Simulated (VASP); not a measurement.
# Ni (P6_3/mmc) in VASP: notebook

The runs below take Ni through single point, with PBE.

All numbers are computed with VASP 6.6.1; they aren't measurements. Logs are shortened: lines on timing, memory, paths and dates and some standing lists are left out, and cuts for length are marked.

### Step 1. The cell of the first run

Symmetry: P6_3/mmc, No. 194, hexagonal system. Conventional cell: a = 2.318 Å, b = 2.318 Å, c = 3.805 Å, α = 90.00°, β = 90.00°, γ = 120.00°. Ni (site symmetry -6m2) has 12 Ni at 2.32 to 2.33 Å within 3.1 Å.

This isn't the form of Ni at room conditions, which is fcc.

### Step 2. Single point, PBE, collinear spin, ferromagnetic start

File INCAR:

```
  ALGO = Normal
  EDIFF = 1E-7
  ENCUT = 520
  GGA = PE
  ISIF = 2
  ISMEAR = -1
  ISPIN = 2
  LASPH = True
  LCHARG = False
  LMAXMIX = 4
  LORBIT = 11
  LREAL = False
  LWAVE = False
  MAGMOM = 1 1
  NBANDS = 21
  NELM = 150
  PREC = Accurate
  SIGMA = 0.08
```

File KPOINTS:

```
k-points
0
Gamma
  19 19 10
```

File POSCAR:

```
Ni
1.0
    2.3181471377      0.0000000000      0.0000000000
   -1.1590735689      2.0075743110      0.0000000000
    0.0000000000      0.0000000000      3.8053539357
Ni
2
Direct
    0.3333333333      0.6666666667      0.2500000000
    0.6666666667      0.3333333333      0.7500000000
```

Potentials or basis: VASP PAW PBE potentials, release 64 (Ni).

Command:

```sh
$ cat potpaw_PBE.64/Ni/POTCAR > POTCAR
$ mpirun -np 1 vasp_std > vasp.out
```

OUTCAR:

```text
EDIFF = 1E-7
   ENCUT = 520
   GGA = PE
   ISIF = 2
   ISMEAR = -1
   ISPIN = 2
   LASPH = True
   LORBIT = 11
   LREAL = False
   NELM = 150
   PREC = Accurate

 ion  position               nearest neighbor table
   1  0.333  0.667  0.250-   2 2.33   2 2.33   2 2.33   2 2.33   2 2.33   2 2.33
   2  0.667  0.333  0.750-   1 2.33   1 2.33   1 2.33   1 2.33   1 2.33   1 2.33

  LATTYP: Found a hexagonal cell.
 ALAT       =     2.3181471377
 C/A-ratio  =     1.6415497851

  Lattice vectors:

 A1 = (   2.3181471377,   0.0000000000,   0.0000000000)
 A2 = (  -1.1590735689,   2.0075743110,   0.0000000000)
 A3 = (   0.0000000000,   0.0000000000,   3.8053539357)

Analysis of symmetry for initial positions (statically):
=====================================================================
 Subroutine PRICEL returns:
 Original cell was already a primitive cell.

 Routine SETGRP: Setting up the symmetry group for a
 hexagonal supercell.

 Subroutine GETGRP returns: Found 24 space group operations
 (whereof 12 operations were pure point group operations)
 out of a pool of 24 trial point group operations.

The static configuration has the point symmetry D_3d.
 The point group associated with its full space group is D_6h.

Analysis of symmetry for dynamics (positions and initial velocities):
=====================================================================
 Subroutine PRICEL returns:
 Original cell was already a primitive cell.

 Routine SETGRP: Setting up the symmetry group for a
 hexagonal supercell.

 Subroutine GETGRP returns: Found 24 space group operations
 (whereof 12 operations were pure point group operations)
 out of a pool of 24 trial point group operations.

The dynamic configuration has the point symmetry D_3d.
 The point group associated with its full space group is D_6h.

Analysis of structural, dynamic, and magnetic symmetry:
=====================================================================
 Subroutine PRICEL returns:
 Original cell was already a primitive cell.

 Routine SETGRP: Setting up the symmetry group for a
 hexagonal supercell.

 Subroutine GETGRP returns: Found 24 space group operations
 (whereof 12 operations were pure point group operations)
 out of a pool of 24 trial point group operations.

The overall configuration has the point symmetry D_3d.
 The point group associated with its full space group is D_6h.

 Subroutine INISYM returns: Found 24 space group operations
 (whereof 12 operations are pure point group operations),
 and found     1 'primitive' translations

----------------------------------------------------------------------------------------

                                     Primitive cell

  volume of cell :      17.7096

  direct lattice vectors                    reciprocal lattice vectors
     2.318147138  0.000000000  0.000000000     0.431379003  0.249056783  0.000000000
    -1.159073569  2.007574311  0.000000000     0.000000000  0.498113566  0.000000000
     0.000000000  0.000000000  3.805353936     0.000000000  0.000000000  0.262787645

  length of vectors
     2.318147138  2.318147138  3.805353936     0.498113566  0.498113566  0.262787645

  position of ions in fractional coordinates (direct lattice)
     0.333333333  0.666666667  0.250000000
     0.666666667  0.333333333  0.750000000

  ion indices of the primitive-cell ions
   primitive index   ion index
                 1           1
                 2           2

----------------------------------------------------------------------------------------

 KPOINTS: k-points

Automatic generation of k-mesh.
 Grid dimensions read from file:
 generate k-points for:   19   19   10

 Generating k-lattice:

  Cartesian coordinates                     Fractional coordinates (reciprocal lattice)
     0.022704158  0.013108252  0.000000000     0.052631579  0.000000000  0.000000000
     0.000000000  0.026216503  0.000000000     0.000000000  0.052631579  0.000000000
     0.000000000  0.000000000  0.026278765     0.000000000  0.000000000  0.100000000

  Length of vectors
     0.026216503  0.026216503  0.026278765

  Shift w.r.t. Gamma in fractional coordinates (k-lattice)
     0.000000000  0.000000000  0.000000000

 Subroutine IBZKPT returns following result:
 ===========================================

 Found    240 irreducible k-points:

 Following reciprocal coordinates:
            Coordinates               Weight
  0.000000  0.000000  0.000000      1.000000
  0.052632  0.000000  0.000000      6.000000
  0.105263  0.000000  0.000000      6.000000
  0.157895 -0.000000  0.000000      6.000000
  0.210526  0.000000  0.000000      6.000000
  0.263158  0.000000  0.000000      6.000000
[... 16 lines left out ...]
  0.263158  0.105263  0.000000     12.000000
  0.315789  0.105263  0.000000     12.000000
 [... further k-points ...]
   k-points           NKPTS =    240   k-points in BZ     NKDIM =    240   number of bands    NBANDS=     21
   number of dos      NEDOS =    301   number of ions     NIONS =      2
   total plane-waves  NPLWV =   9072
   dimension x,y,z NGX =    18 NGY =   18 NGZ =   28
   dimension x,y,z NGXF=    36 NGYF=   36 NGZF=   56
   ions per type =               2
   NGX,Y,Z   is equivalent  to a cutoff of  12.91, 12.91, 12.23 a.u.
   NGXF,Y,Z  is equivalent  to a cutoff of  25.82, 25.82, 24.46 a.u.
 SYSTEM =  unknown system
   PREC   = accura    normal or accurate (medium, high low for compatibility)
   ISTART =      0    job   : 0-new  1-cont  2-samecut
   ICHARG =      2    charge: 1-file 2-atom 10-const
   ISPIN  =      2    spin polarized calculation?
   LNONCOLLINEAR =      F non collinear calculations
   LSORBIT =      F    spin-orbit coupling
   LASPH  =      T    aspherical Exc in radial PAW
   ENCUT  =  520.0 eV  38.22 Ry    6.18 a.u.   4.31  4.31  7.08*2*pi/ulx,y,z
   NELM   =    150;   NELMIN=  2; NELMDL= -5     # of ELM steps
   EDIFF  = 0.1E-06   stopping-criterion for ELM
   LREAL  =      F    real-space projection
   EDIFFG = 0.1E-05   stopping-criterion for IOM
   NSW    =      0    number of steps for IOM
   IBRION =     -1    ionic relax: 0-MD 1-quasi-New 2-CG
   NFREE  =      0    steps in history (QN), initial steepest desc. (CG)
   ISIF   =      2    stress and relaxation
   ISYM   =      2    0-nonsym 1-usesym 2-fastsym
   POTIM  = 0.5000    time-step for ionic-motion
   TEBEG  =    0.0;   TEEND  =   0.0 temperature during run
   PSTRESS=    0.0 pullay stress
   NELECT =      20.0000    total number of electrons
   NUPDOWN=      -1.0000    fix difference up-down
   EMIN   =  10.00;   EMAX   =-10.00  energy-range for DOS
   EFERMI =   0.00;   METHOD = LEGACY
   ISMEAR =    -1;   SIGMA  =   0.08  broadening in eV -4-tet -1-fermi 0-gaus
   EFERMI_NEDOS =   21; number of points for ismear=-14 and -15
   IALGO  =     38    algorithm
   IMIX   =      4    mixing-type and parameters
     AMIX     =   0.40;   BMIX     =  1.00
     AMIX_MAG =   1.60;   BMIX_MAG =  1.00
  volume/ion in A,a.u.               =       8.85        59.75
  Fermi-wavevector in a.u.,A,eV,Ry     =   1.704835  3.221670 39.544806  2.906461
  Thomas-Fermi vector in A             =   2.784165
   LORBIT       =     11    0 simple, 1 ext, 2 COOP (PROOUT), +10 PAW based schemes
   GGA     = PE    functional components
   LHFCALC =     F    Hartree Fock is set to
   AEXX    =    0.0000 exact exchange contribution
   IVDW    =     0    specifies the selected vdW correction
   LEPSILON=     F    determine dielectric tensor
   LRPA    =     F    only Hartree local field effects (RPA)
 spin polarized calculation
  energy-cutoff  :      520.00
  volume of cell :       17.71
 maximum number of plane-waves:       500
 NGX is ok and might be reduce to    18
   NGX =  9   NGY =  9   NGZ = 15

 number of electron      19.9999990 magnetization       1.1098865

 Free energy of the ion-electron system (eV)
  ---------------------------------------------------
  ext. energy  EPLUGINS =         0.00000000
  ---------------------------------------------------
  free energy    TOTEN  =       -10.21299611 eV

  energy without entropy =      -10.14332894  energy(sigma->0) =      -10.17816252

 E-fermi :  12.6491     XC(G=0): -14.5157

 val. band max:       12.6477141167   @ k =   0.3158   0.3158   0.2000
 cond. band min:      12.6492238471   @ k =   0.3158   0.2105   0.0000
 fundamental gap:      0.0015097304
 Fermi energy:        12.6491289321

 spin component 1

 k-point     1 :       0.0000    0.0000    0.0000
  band No.  band energies     occupation
      1       2.0963      1.00000
      2       6.5594      1.00000
      3       9.6391      1.00000
      4       9.7592      1.00000
      5       9.7592      1.00000
      6      10.1325      1.00000
[... 13 lines left out ...]
     20      42.2930      0.00000
     21      46.8407      0.00000
[... 529 lines left out ...]
 k-point    24 :       0.3158    0.1053    0.0000
  band No.  band energies     occupation
      1       6.5184      1.00000
      2       7.5361      1.00000
      3       7.7136      1.00000
      4       8.8372      1.00000
      5       9.5972      1.00000
      6       9.9697      1.00000
[... 13 lines left out ...]
     20      41.3475      0.00000
     21      46.0989      0.00000

 [... further k-points ...]

 spin component 2

 k-point     1 :       0.0000    0.0000    0.0000
  band No.  band energies     occupation
      1       2.0848      1.00000
      2       6.9078      1.00000
      3      10.2532      1.00000
      4      10.3481      1.00000
      5      10.3481      1.00000
      6      10.7406      1.00000
[... 13 lines left out ...]
     20      42.3857      0.00000
     21      46.8051      0.00000
[... 529 lines left out ...]
 k-point    24 :       0.3158    0.1053    0.0000
  band No.  band energies     occupation
      1       6.6512      1.00000
      2       7.9905      1.00000
      3       8.1123      1.00000
      4       9.2260      1.00000
      5      10.1319      1.00000
      6      10.5392      1.00000
[... 13 lines left out ...]
     20      41.4687      0.00000
     21      46.0904      0.00000

 [... further k-points ...]
[... 5 lines left out ...]
  --------------------------------------------------------------------------------------
  -------------------------------------------------------------------------------------
  Total        7.5260845      7.5260845      7.5246193     -0.0000000      0.0000000     -0.0000000
  in kB      680.8822141    680.8822142    680.7496516     -0.0000000      0.0000000     -0.0000000
  external PRESSURE =     680.8380266 kB  Pullay stress =       0.0000000 kB

 VOLUME and BASIS-vectors are now :
 -----------------------------------------------------------------------------
  energy-cutoff  :      520.00
  volume of cell :       17.71
      direct lattice vectors                 reciprocal lattice vectors
     2.318147138  0.000000000  0.000000000     0.431379003  0.249056783  0.000000000
    -1.159073569  2.007574311  0.000000000     0.000000000  0.498113566  0.000000000
     0.000000000  0.000000000  3.805353936     0.000000000  0.000000000  0.262787645

 POSITION                                       TOTAL-FORCE (eV/Angst)
 -----------------------------------------------------------------------------------
     -0.00000      1.33838      0.95134         0.000000      0.000000      0.000000
      1.15907      0.66919      2.85402        -0.000000     -0.000000      0.000000
 -----------------------------------------------------------------------------------
    total drift:                               -0.000000      0.000000     -0.000000

  FREE ENERGIE OF THE ION-ELECTRON SYSTEM (eV)
  ---------------------------------------------------
  free  energy   TOTEN  =       -10.2129961081 eV

  energy  without entropy=      -10.1433289367  energy(sigma->0) =      -10.17816252

 total charge

# of ion       s       p       d       tot
------------------------------------------
    1        0.597   0.712   8.455   9.765
    2        0.597   0.712   8.455   9.765
--------------------------------------------------
tot          1.195   1.425  16.911  19.530

 magnetization (x)

# of ion       s       p       d       tot
------------------------------------------
    1       -0.005  -0.025   0.579   0.549
    2       -0.005  -0.025   0.579   0.549
--------------------------------------------------
tot         -0.010  -0.050   1.158   1.097
```

Wall time 82 s (1 thread of AMD EPYC 9R45 (Zen 5), shared host); peak memory 0.2 GiB.

Results:

| Quantity | Value |
| --- | --- |
| Free energy | -10.2130 eV |
| Pressure | 68.1 GPa |
| Net moment | 1.11 μB per cell |
| Site moments | Ni +0.55 μB |
| Valence electrons inside the program's atomic spheres | Ni 9.77 |

Levels at points of the mesh, in eV from the Fermi level:
Spin up:
```tsv
k point	band 7	band 8	band 9	band 10	band 11	band 12	band 13	band 14
(0.00, 0.00, 0.00)	-2.52	-1.96	-1.96	-0.76	-0.68	-0.68	7.26	24.36
(0.00, 0.00, 0.50)	-2.94	-2.94	-1.06	-1.06	-1.06	-1.06	16.54	16.54
```
Spin down:
```tsv
k point	band 6	band 7	band 8	band 9	band 10	band 11	band 12	band 13
(0.00, 0.00, 0.00)	-1.91	-1.91	-1.36	-1.36	-0.79	-0.04	-0.04	7.64
(0.00, 0.00, 0.50)	-2.36	-2.36	-2.36	-0.42	-0.42	-0.42	-0.42	16.69
```

Caveat: the cell stands under pressure.

### Step 3. Single point, PBE, collinear spin, ferromagnetic start

File INCAR:

```
  PREC = Accurate
  ENCUT = 520
  EDIFF = 1E-6
  ISMEAR = -1
  SIGMA = 0.08
  LREAL = F
  LASPH = T
  NELM = 150
  ALGO = Normal
  ISIF = 2
  LWAVE = F
  LCHARG = T
  ISPIN = 2
  MAGMOM = 1 1
  LORBIT = 11
  LMAXMIX = 4
  GGA = PE
  LELF = T
  LVHAR = T
  NBANDS = 21
```

File KPOINTS:

```
regular mesh
0
Gamma
  19 19 10
```

File POSCAR:

```
Ni
1.0
    2.3181074994      0.0000000000      0.0000000000
   -1.1590537497      2.0075399832      0.0000000000
    0.0000000000      0.0000000000      3.8053154153
Ni
2
Direct
    0.3333333333      0.6666666667      0.2500000000
    0.6666666667      0.3333333333      0.7500000000
```

Potentials or basis: VASP PAW PBE potentials, release 64 (Ni).

Command:

```sh
$ cat potpaw_PBE.64/Ni/POTCAR > POTCAR
$ mpirun -np 1 vasp_std > vasp.out
```

OUTCAR:

```text
PREC = Accurate
   ENCUT = 520
   EDIFF = 1E-6
   ISMEAR = -1
   LREAL = F
   LASPH = T
   NELM = 150
   ISIF = 2
   ISPIN = 2
   LORBIT = 11
   GGA = PE

 ion  position               nearest neighbor table
   1  0.333  0.667  0.250-   2 2.33   2 2.33   2 2.33   2 2.33   2 2.33   2 2.33
   2  0.667  0.333  0.750-   1 2.33   1 2.33   1 2.33   1 2.33   1 2.33   1 2.33

  LATTYP: Found a hexagonal cell.
 ALAT       =     2.3181074994
 C/A-ratio  =     1.6415612375

  Lattice vectors:

 A1 = (   2.3181074994,   0.0000000000,   0.0000000000)
[... 1369 lines left out ...]
  external PRESSURE =     680.1627143 kB  Pullay stress =       0.0000000 kB

 VOLUME and BASIS-vectors are now :
 -----------------------------------------------------------------------------
  energy-cutoff  :      520.00
  volume of cell :       17.71
      direct lattice vectors                 reciprocal lattice vectors
     2.318107499  0.000000000  0.000000000     0.431386379  0.249061042  0.000000000
    -1.159053750  2.007539983  0.000000000     0.000000000  0.498122084  0.000000000
     0.000000000  0.000000000  3.805315415     0.000000000  0.000000000  0.262790305

 POSITION                                       TOTAL-FORCE (eV/Angst)
 -----------------------------------------------------------------------------------
     -0.00000      1.33836      0.95133        -0.000000      0.000000      0.000000
      1.15905      0.66918      2.85399         0.000000     -0.000000      0.000000
 -----------------------------------------------------------------------------------
    total drift:                                0.000000     -0.000000     -0.000000

  FREE ENERGIE OF THE ION-ELECTRON SYSTEM (eV)
  ---------------------------------------------------
  free  energy   TOTEN  =       -10.2126638070 eV

  energy  without entropy=      -10.1429993248  energy(sigma->0) =      -10.17783157

 total charge

# of ion       s       p       d       tot
------------------------------------------
    1        0.597   0.713   8.455   9.765
    2        0.597   0.713   8.455   9.765
--------------------------------------------------
tot          1.195   1.425  16.911  19.530

 magnetization (x)

# of ion       s       p       d       tot
------------------------------------------
    1       -0.005  -0.025   0.579   0.549
    2       -0.005  -0.025   0.579   0.549
--------------------------------------------------
tot         -0.010  -0.050   1.157   1.097
```

OSZICAR:

```text
N       E                     dE             d eps       ncg     rms          rms(c)
DAV:   1     0.956668658907E+02    0.95667E+02   -0.89980E+03 22081   0.147E+03
DAV:   2    -0.640354051267E+01   -0.10207E+03   -0.94030E+02 20498   0.242E+02
DAV:   3    -0.120584537129E+02   -0.56549E+01   -0.54707E+01 22927   0.636E+01
DAV:   4    -0.121237798674E+02   -0.65326E-01   -0.65283E-01 22954   0.646E+00
DAV:   5    -0.121254482472E+02   -0.16684E-02   -0.16683E-02 23205   0.104E+00    0.182E+01
DAV:   6    -0.105442102539E+02    0.15812E+01   -0.45722E+00 24931   0.494E+01    0.718E+00
DAV:   7    -0.102654805167E+02    0.27873E+00   -0.75305E-01 24612   0.175E+01    0.406E+00
DAV:   8    -0.102154092085E+02    0.50071E-01   -0.12465E-02 30621   0.231E+00    0.116E+00
DAV:   9    -0.102131879661E+02    0.22212E-02   -0.96343E-04 24549   0.256E-01    0.358E-01
DAV:  10    -0.102126448928E+02    0.54307E-03   -0.94545E-05 32248   0.108E-01    0.454E-02
DAV:  11    -0.102126642004E+02   -0.19308E-04   -0.13685E-05 25148   0.393E-02    0.351E-02
DAV:  12    -0.102126638070E+02    0.39346E-06   -0.37616E-06 26643   0.188E-02
   1 F= -.10212664E+02 E0= -.10177832E+02  d E =-.696645E-01  mag=     1.1098
```

stdout:

```text
POSCAR found type information on POSCAR Ni
 POSCAR found :  1 types and       2 ions
 scaLAPACK will be used
 LDA part: xc-table for (Slater+PW92), standard interpolation
 POSCAR, INCAR and KPOINTS ok, starting setup
 FFT: planning ... GRIDC
 FFT: planning ... GRID_SOFT
 FFT: planning ... GRID
 WAVECAR not read
 entering main loop
```

Wall time 64 s (1 thread of AMD EPYC 9R45 (Zen 5), shared host); peak memory 0.2 GiB.

Results:

```yaml
Free_energy: -10.2127 eV
Pressure: 68.0 GPa
Net_moment: 1.11 μB per cell
Site_moments: Ni +0.55 μB
Valence_electrons_inside_the_program's_atomic_spheres: Ni 9.77
```

Caveat: the cell stands under pressure.
